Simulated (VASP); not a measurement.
Write the native input for VASP 6.6.1 that does the following.

* Task: single point
* Functional: PBEsol
* Potentials or basis: VASP PAW PBE potentials, release 64 (Mg, B)
* Cutoff: 520 eV
* k mesh: 10 × 10 × 8
* Occupations: fermi-dirac, width 0.05 eV
* Spin: no spin polarisation
* Dipole correction: no
* Further INCAR settings: ALGO = Normal; EDIFF = 1e-07; NBANDS = 11

The structure of MgB2 lies in POSCAR:

```
MgB2
1.0
    3.1255967608      0.0000000000      0.0000000000
   -1.5627983804      2.7068461969      0.0000000000
    0.0000000000      0.0000000000      3.5693605797
Mg B
1 2
Direct
    0.0000000000      0.0000000000      0.0000000000
    0.6666666667      0.3333333333      0.5000000000
    0.3333333333      0.6666666667      0.5000000000
```

This cell differs from its parent crystal: volume scaled by 1.04.

These files were run (other wordings do the same):

INCAR

```
  ALGO = Normal
  EDIFF = 1E-7
  ENCUT = 520
  GGA = PS
  ISIF = 2
  ISMEAR = -1
  LASPH = True
  LCHARG = True
  LELF = True
  LREAL = False
  LVHAR = True
  LWAVE = False
  NBANDS = 11
  NELM = 60
  PREC = Accurate
  SIGMA = 0.05
```

KPOINTS

```
k-points
0
Gamma
  10 10 8
```

Potentials or basis: VASP PAW PBE potentials, release 64 (Mg, B).

The run is started by

```console
$ cat potpaw_PBE.64/Mg/POTCAR potpaw_PBE.64/B/POTCAR > POTCAR
$ mpirun -np 1 vasp_std > vasp.out
```

Results of the run:

The pressure is -8.3 GPa and the band gap on the k mesh is zero (band 4 reaches 6.05 eV, above the bottom of band 5 at 3.64 eV).

Caveat: the PAW data sets were made with another functional, which shifts forces and pressure a little.

Wall time 9.3 s on 1 thread of Intel(R) Xeon(R) Platinum 8488C (Sapphire Rapids), with other jobs on the host, peak memory 0.16 GiB.
